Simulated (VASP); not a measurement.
# Ca2Ge3Pd (P6_3/mmc) in VASP: a series of runs

Runs on Ca2Ge3Pd. Level: PBE. Tasks: single point.

Program: VASP 6.6.1. These are calculated values, not measurements. Logs are shortened: lines on timing, memory, paths and dates and some standing lists are left out, and cuts for length are marked.

## (1) The cell of the first run

Symmetry: P6_3/mmc, No. 194, hexagonal system. The conventional cell has a = 3.734 Å, b = 3.734 Å, c = 21.528 Å, α = 90.00°, β = 90.00°, γ = 120.00°. Ca (site symmetry 3m) has 6 Ge at 2.55 to 2.66 Å within 3.4 Å. Within 3.8 Å of Ge (site symmetry -3m) lie 6 Ca at 2.66 Å and 12 Ge at 3.62 to 3.73 Å. Ge (site symmetry 3m) has 3 Ca at 2.55 Å and 3 Pd at 3.28 Å within 3.4 Å. Pd (site symmetry -6m2) has 6 Ge at 3.28 Å and 6 Pd at 3.73 Å and 6 Ca at 4.40 Å within 4.4 Å.

## (2) Single point, PBE

File INCAR:

```
  ALGO = Normal
  EDIFF = 1E-7
  ENCUT = 520
  GGA = PE
  ISIF = 2
  ISMEAR = 0
  LASPH = T
  LCHARG = T
  LELF = T
  LREAL = F
  LVHAR = T
  LWAVE = F
  NBANDS = 84
  NELM = 100
  PREC = Accurate
  SIGMA = 0.1
```

File KPOINTS:

```
k-points
0
Gamma
  6 6 1
```

File POSCAR:

```
Ca2Ge3Pd
1.0
    3.7339767836      0.0000000000      0.0000000000
   -1.8669883918      3.2337187517      0.0000000000
    0.0000000000      0.0000000000     21.5281397619
Ca Ge Pd
4 6 2
Direct
    0.3333333333      0.6666666667      0.9280000000
    0.6666666667      0.3333333333      0.4280000000
    0.6666666667      0.3333333333      0.0720000000
    0.3333333333      0.6666666667      0.5720000000
    0.0000000000      0.0000000000      0.5000000000
    0.0000000000      0.0000000000      0.0000000000
    0.3333333333      0.6666666667      0.3650000000
    0.6666666667      0.3333333333      0.8650000000
    0.6666666667      0.3333333333      0.6350000000
    0.3333333333      0.6666666667      0.1350000000
    0.0000000000      0.0000000000      0.2500000000
    0.0000000000      0.0000000000      0.7500000000
```

Potentials or basis: VASP PAW PBE potentials, release 64 (Ca_sv, Ge_d, Pd).

On the command line:

```bash
cat potpaw_PBE.64/Ca_sv/POTCAR potpaw_PBE.64/Ge_d/POTCAR potpaw_PBE.64/Pd/POTCAR > POTCAR
mpirun -np 1 vasp_std > vasp.out
```

OUTCAR:

```text
EDIFF = 1E-7
   ENCUT = 520
   GGA = PE
   ISIF = 2
   ISMEAR = 0
   LASPH = T
   LREAL = F
   NELM = 100
   PREC = Accurate

 ion  position               nearest neighbor table
   1  0.333  0.667  0.928-   8 2.55   8 2.55   8 2.55   6 2.66   6 2.66   6 2.66
   2  0.667  0.333  0.428-   7 2.55   7 2.55   7 2.55   5 2.66   5 2.66   5 2.66
   3  0.667  0.333  0.072-  10 2.55  10 2.55  10 2.55   6 2.66   6 2.66   6 2.66
   4  0.333  0.667  0.572-   9 2.55   9 2.55   9 2.55   5 2.66   5 2.66   5 2.66
   5  0.000  0.000  0.500-   2 2.66   4 2.66   4 2.66   2 2.66   2 2.66   4 2.66
   6  0.000  0.000  0.000-   1 2.66   3 2.66   1 2.66   3 2.66   3 2.66   1 2.66
   7  0.333  0.667  0.365-   2 2.55   2 2.55   2 2.55
   8  0.667  0.333  0.865-   1 2.55   1 2.55   1 2.55
   9  0.667  0.333  0.635-   4 2.55   4 2.55   4 2.55
  10  0.333  0.667  0.135-   3 2.55   3 2.55   3 2.55
  11  0.000  0.000  0.250-
  12  0.000  0.000  0.750-

  LATTYP: Found a hexagonal cell.
 ALAT       =     3.7339767836
 C/A-ratio  =     5.7654723126

  Lattice vectors:

 A1 = (   3.7339767836,   0.0000000000,   0.0000000000)
 A2 = (  -1.8669883918,   3.2337187517,   0.0000000000)
 A3 = (   0.0000000000,   0.0000000000,  21.5281397619)

Analysis of symmetry for initial positions (statically):
=====================================================================
 Subroutine PRICEL returns:
 Original cell was already a primitive cell.

 Routine SETGRP: Setting up the symmetry group for a
 hexagonal supercell.

 Subroutine GETGRP returns: Found 24 space group operations
 (whereof 12 operations were pure point group operations)
 out of a pool of 24 trial point group operations.

The static configuration has the point symmetry D_3d.
 The point group associated with its full space group is D_6h.

Analysis of symmetry for dynamics (positions and initial velocities):
=====================================================================
 Subroutine PRICEL returns:
 Original cell was already a primitive cell.

 Routine SETGRP: Setting up the symmetry group for a
 hexagonal supercell.

 Subroutine GETGRP returns: Found 24 space group operations
 (whereof 12 operations were pure point group operations)
 out of a pool of 24 trial point group operations.

The dynamic configuration has the point symmetry D_3d.
 The point group associated with its full space group is D_6h.

 Subroutine INISYM returns: Found 24 space group operations
 (whereof 12 operations are pure point group operations),
 and found     1 'primitive' translations

----------------------------------------------------------------------------------------

                                     Primitive cell

  volume of cell :     259.9443

  direct lattice vectors                    reciprocal lattice vectors
     3.733976784  0.000000000  0.000000000     0.267810985  0.154620744  0.000000000
    -1.866988392  3.233718752  0.000000000     0.000000000  0.309241488  0.000000000
     0.000000000  0.000000000 21.528139762     0.000000000  0.000000000  0.046450832

  length of vectors
     3.733976784  3.733976784 21.528139762     0.309241488  0.309241488  0.046450832

  position of ions in fractional coordinates (direct lattice)
     0.333333333  0.666666667  0.928000000
     0.666666667  0.333333333  0.428000000
     0.666666667  0.333333333  0.072000000
     0.333333333  0.666666667  0.572000000
     0.000000000  0.000000000  0.500000000
     0.000000000  0.000000000  0.000000000
     0.333333333  0.666666667  0.365000000
     0.666666667  0.333333333  0.865000000
     0.666666667  0.333333333  0.635000000
     0.333333333  0.666666667  0.135000000
     0.000000000  0.000000000  0.250000000
     0.000000000  0.000000000  0.750000000

  ion indices of the primitive-cell ions
   primitive index   ion index
                 1           1
                 2           2
                 3           3
                 4           4
                 5           5
                 6           6
                 7           7
                 8           8
                 9           9
                10          10
                11          11
                12          12

----------------------------------------------------------------------------------------

 KPOINTS: k-points

Automatic generation of k-mesh.
 Grid dimensions read from file:
 generate k-points for:    6    6    1

 Generating k-lattice:

  Cartesian coordinates                     Fractional coordinates (reciprocal lattice)
     0.044635164  0.025770124  0.000000000     0.166666667  0.000000000  0.000000000
     0.000000000  0.051540248  0.000000000     0.000000000  0.166666667  0.000000000
     0.000000000  0.000000000  0.046450832     0.000000000  0.000000000  1.000000000

  Length of vectors
     0.051540248  0.051540248  0.046450832

  Shift w.r.t. Gamma in fractional coordinates (k-lattice)
     0.000000000  0.000000000  0.000000000

 Subroutine IBZKPT returns following result:
 ===========================================

 Found      7 irreducible k-points:

 Following reciprocal coordinates:
            Coordinates               Weight
  0.000000  0.000000  0.000000      1.000000
  0.166667  0.000000  0.000000      6.000000
  0.333333  0.000000  0.000000      6.000000
  0.500000  0.000000  0.000000      3.000000
  0.166667  0.166667  0.000000      6.000000
  0.333333  0.166667  0.000000     12.000000
  0.333333  0.333333  0.000000      2.000000
   k-points           NKPTS =      7   k-points in BZ     NKDIM =      7   number of bands    NBANDS=     84
   number of dos      NEDOS =    301   number of ions     NIONS =     12
   total plane-waves  NPLWV = 125440
   dimension x,y,z NGX =    28 NGY =   28 NGZ =  160
   dimension x,y,z NGXF=    56 NGYF=   56 NGZF=  320
   ions per type =               4   6   2
   NGX,Y,Z   is equivalent  to a cutoff of  12.47, 12.47, 12.36 a.u.
   NGXF,Y,Z  is equivalent  to a cutoff of  24.93, 24.93, 24.71 a.u.
 SYSTEM =  unknown system
   PREC   = accura    normal or accurate (medium, high low for compatibility)
   ISTART =      0    job   : 0-new  1-cont  2-samecut
   ICHARG =      2    charge: 1-file 2-atom 10-const
   ISPIN  =      1    spin polarized calculation?
   LNONCOLLINEAR =      F non collinear calculations
   LSORBIT =      F    spin-orbit coupling
   LASPH  =      T    aspherical Exc in radial PAW
   ENCUT  =  520.0 eV  38.22 Ry    6.18 a.u.   6.94  6.94 40.03*2*pi/ulx,y,z
   NELM   =    100;   NELMIN=  2; NELMDL= -5     # of ELM steps
   EDIFF  = 0.1E-06   stopping-criterion for ELM
   LREAL  =      F    real-space projection
   EDIFFG = 0.1E-05   stopping-criterion for IOM
   NSW    =      0    number of steps for IOM
   IBRION =     -1    ionic relax: 0-MD 1-quasi-New 2-CG
   NFREE  =      0    steps in history (QN), initial steepest desc. (CG)
   ISIF   =      2    stress and relaxation
   ISYM   =      2    0-nonsym 1-usesym 2-fastsym
   POTIM  = 0.5000    time-step for ionic-motion
   TEBEG  =    0.0;   TEEND  =   0.0 temperature during run
   PSTRESS=    0.0 pullay stress
   NELECT =     144.0000    total number of electrons
   NUPDOWN=      -1.0000    fix difference up-down
   EMIN   =  10.00;   EMAX   =-10.00  energy-range for DOS
   EFERMI =   0.00;   METHOD = LEGACY
   ISMEAR =     0;   SIGMA  =   0.10  broadening in eV -4-tet -1-fermi 0-gaus
   EFERMI_NEDOS =   21; number of points for ismear=-14 and -15
   IALGO  =     38    algorithm
   IMIX   =      4    mixing-type and parameters
     AMIX     =   0.40;   BMIX     =  1.00
     AMIX_MAG =   1.60;   BMIX_MAG =  1.00
  volume/ion in A,a.u.               =      21.66       146.18
  Fermi-wavevector in a.u.,A,eV,Ry     =   1.344525  2.540784 24.595897  1.807747
  Thomas-Fermi vector in A             =   2.472512
   LORBIT       =      0    0 simple, 1 ext, 2 COOP (PROOUT), +10 PAW based schemes
   GGA     = PE    functional components
   LHFCALC =     F    Hartree Fock is set to
   AEXX    =    0.0000 exact exchange contribution
   IVDW    =     0    specifies the selected vdW correction
   LEPSILON=     F    determine dielectric tensor
   LRPA    =     F    only Hartree local field effects (RPA)
 non-spin polarized calculation
 Gauss-broadening in eV      SIGMA  =   0.10
  energy-cutoff  :      520.00
  volume of cell :      259.94
 maximum number of plane-waves:      7023
 NGX is ok and might be reduce to    28
   NGX = 13   NGY = 13   NGZ = 81

 number of electron     143.9999961 magnetization

 Free energy of the ion-electron system (eV)
  ---------------------------------------------------
  ext. energy  EPLUGINS =         0.00000000
  ---------------------------------------------------
  free energy    TOTEN  =       -34.13466767 eV

  energy without entropy =      -34.07316378  energy(sigma->0) =      -34.10391572

 E-fermi :   4.5160     XC(G=0): -10.3474

 val. band max:        4.4823303358   @ k =   0.3333   0.1667   0.0000
 cond. band min:       4.5166163263   @ k =   0.5000   0.0000   0.0000
 fundamental gap:      0.0342859905
 Fermi energy:         4.5159555008

 k-point     1 :       0.0000    0.0000    0.0000
  band No.  band energies     occupation
      1     -34.9081      2.00000
      2     -34.9081      2.00000
      3     -34.8910      2.00000
      4     -34.8910      2.00000
      5     -20.2423      2.00000
      6     -20.2423      2.00000
[... 76 lines left out ...]
     83       8.1292      0.00000
     84       8.1316      0.00000

 k-point     2 :       0.1667    0.0000    0.0000
  band No.  band energies     occupation
      1     -34.9004      2.00000
      2     -34.9004      2.00000
      3     -34.8857      2.00000
      4     -34.8857      2.00000
      5     -20.2402      2.00000
      6     -20.2402      2.00000
[... 76 lines left out ...]
     83       7.8508      0.00000
     84       8.8374      0.00000

 k-point     3 :       0.3333    0.0000    0.0000
  band No.  band energies     occupation
      1     -34.8844      2.00000
      2     -34.8844      2.00000
      3     -34.8756      2.00000
      4     -34.8756      2.00000
      5     -20.2354      2.00000
      6     -20.2354      2.00000
[... 76 lines left out ...]
     83       7.5284      0.00000
     84       8.2224      0.00000

 k-point     4 :       0.5000    0.0000    0.0000
  band No.  band energies     occupation
      1     -34.8755      2.00000
      2     -34.8755      2.00000
      3     -34.8715      2.00000
      4     -34.8715      2.00000
      5     -20.2324      2.00000
      6     -20.2323      2.00000
[... 76 lines left out ...]
     83       7.8708      0.00000
     84       7.8998      0.00000

 k-point     5 :       0.1667    0.1667    0.0000
  band No.  band energies     occupation
      1     -34.8886      2.00000
      2     -34.8886      2.00000
      3     -34.8780      2.00000
      4     -34.8780      2.00000
      5     -20.2362      2.00000
      6     -20.2362      2.00000
[... 76 lines left out ...]
     83       8.2506      0.00000
     84       8.3025      0.00000

 k-point     6 :       0.3333    0.1667    0.0000
  band No.  band energies     occupation
      1     -34.8758      2.00000
      2     -34.8758      2.00000
      3     -34.8711      2.00000
      4     -34.8711      2.00000
      5     -20.2339      2.00000
      6     -20.2338      2.00000
[... 76 lines left out ...]
     83       7.9095      0.00000
     84       8.5903      0.00000

 k-point     7 :       0.3333    0.3333    0.0000
  band No.  band energies     occupation
      1     -34.8702      2.00000
      2     -34.8702      2.00000
      3     -34.8702      2.00000
      4     -34.8702      2.00000
      5     -20.2343      2.00000
      6     -20.2342      2.00000
[... 76 lines left out ...]
     83       8.6176      0.00000
     84       8.6176      0.00000

------------------------ aborting loop because EDIFF is reached ----------------------------------------

  FORCE on cell =-STRESS in cart. coord.  units (eV):
  Direction    XX          YY          ZZ          XY          YZ          ZX
  --------------------------------------------------------------------------------------
  -------------------------------------------------------------------------------------
  Total       27.4934844     27.4934844     12.3661136      0.0000000      0.0000000      0.0000000
  in kB      169.4571914    169.4571914     76.2190360      0.0000000      0.0000000      0.0000000
  external PRESSURE =     138.3778062 kB  Pullay stress =       0.0000000 kB

 VOLUME and BASIS-vectors are now :
 -----------------------------------------------------------------------------
  energy-cutoff  :      520.00
  volume of cell :      259.94
      direct lattice vectors                 reciprocal lattice vectors
     3.733976784  0.000000000  0.000000000     0.267810985  0.154620744  0.000000000
    -1.866988392  3.233718752  0.000000000     0.000000000  0.309241488  0.000000000
     0.000000000  0.000000000 21.528139762     0.000000000  0.000000000  0.046450832

 POSITION                                       TOTAL-FORCE (eV/Angst)
 -----------------------------------------------------------------------------------
     -0.00000      2.15581     19.97811        -0.000000     -0.000000      0.511018
      1.86699      1.07791      9.21404        -0.000000     -0.000000      0.511018
      1.86699      1.07791      1.55003        -0.000000      0.000000     -0.511018
     -0.00000      2.15581     12.31410        -0.000000     -0.000000     -0.511018
      0.00000      0.00000     10.76407        -0.000000     -0.000000      0.000000
      0.00000      0.00000      0.00000        -0.000000     -0.000000      0.000000
     -0.00000      2.15581      7.85777        -0.000000     -0.000000     -4.737150
      1.86699      1.07791     18.62184         0.000000     -0.000000     -4.737150
      1.86699      1.07791     13.67037         0.000000      0.000000      4.737150
     -0.00000      2.15581      2.90630        -0.000000      0.000000      4.737150
      0.00000      0.00000      5.38203        -0.000000     -0.000000      0.000000
      0.00000      0.00000     16.14610        -0.000000     -0.000000     -0.000000
 -----------------------------------------------------------------------------------
    total drift:                                0.000000      0.000000     -0.000000

  FREE ENERGIE OF THE ION-ELECTRON SYSTEM (eV)
  ---------------------------------------------------
  free  energy   TOTEN  =       -34.1346676665 eV

  energy  without entropy=      -34.0731637767  energy(sigma->0) =      -34.10391572
```

It took 3 min on 1 thread of AMD EPYC 9R45 (Zen 5), shared host; peak memory 0.38 GiB.

What came out:

* Free energy: -34.1347 eV
* Pressure: 13.8 GPa
* Largest force: 4.737 eV/Å
* Band gap on the k mesh: zero (bands 72 and 73 overlap by 1.18 eV)

Forces in eV/Å, atoms in the order of the input:
```
Ca   0.000  0.000  0.511
Ca   0.000  0.000  0.511
Ca   0.000  0.000 -0.511
Ca   0.000  0.000 -0.511
Ge   0.000  0.000  0.000
Ge   0.000  0.000  0.000
Ge   0.000  0.000 -4.737
Ge   0.000  0.000 -4.737
Ge   0.000  0.000  4.737
Ge   0.000  0.000  4.737
Pd   0.000  0.000  0.000
Pd   0.000  0.000  0.000
```

Stress tensor (GPa, compression positive):
```
16.95  0.00  0.00
 0.00 16.95  0.00
 0.00  0.00  7.62
```

Caveat: the stress differs along the axes, from 8 to 17 GPa; forces of over 1 eV/Å act on the atoms, so gaps and moduli don't describe the material at rest.

[end of part 1 of 2]

The gap in the log of VASP goes by the Fermi energy; the results here count the filled bands.